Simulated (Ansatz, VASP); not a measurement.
FeNi2: VASP beside Ansatz

```
CELL_PARAMETERS angstrom
4.80026 0.00000 0.00000
0.00000 4.80026 0.00000
0.00000 0.00000 3.96183
ATOMIC_POSITIONS crystal
Fe 0.00000 0.00000 0.00000
Fe 0.50000 0.50000 0.50000
Ni 0.32355 0.32355 0.00000
Ni 0.17645 0.82355 0.50000
Ni 0.67645 0.67645 0.00000
Ni 0.82355 0.17645 0.50000
```

Alike in both runs: functional PBE; k mesh 4 × 4 × 6; occupations gaussian, width 0.1 eV; collinear spin.

Ansatz relaxed the structure, and its values are those at the end. VASP's run is a single point on that final structure, the one shown.

|  | VASP | Ansatz |
| --- | --- | --- |
| version | VASP 6.6.1 | Ansatz 0.2.0 |
| potentials or method | VASP PAW PBE potentials, release 64 (Fe, Ni), cutoff 520 eV | scalar-relativistic, plane waves, PAW |
| valence electrons in the cell | 56 | 104 |

```tsv
	VASP	Ansatz	Ansatz less VASP
gap on the k mesh at the Fermi level (eV)	none	none	-
pressure (GPa)	0.0	0.1	+0.14
rms of the force components (eV/Å)	0.010	0.010	-0.0007
net moment per atom (μB)	1.43	1.43	+0.001
size of the moment on the site where the two differ most (μB)	2.78	2.69	-0.091
```

Site moments also hang on the region over which each program counts them. A gap of «none» marks a metal or a gap that the smearing closes. VASP's potentials hold 56 valence electrons a cell and Ansatz's 104, so a difference there can come from the potentials and not from the codes.
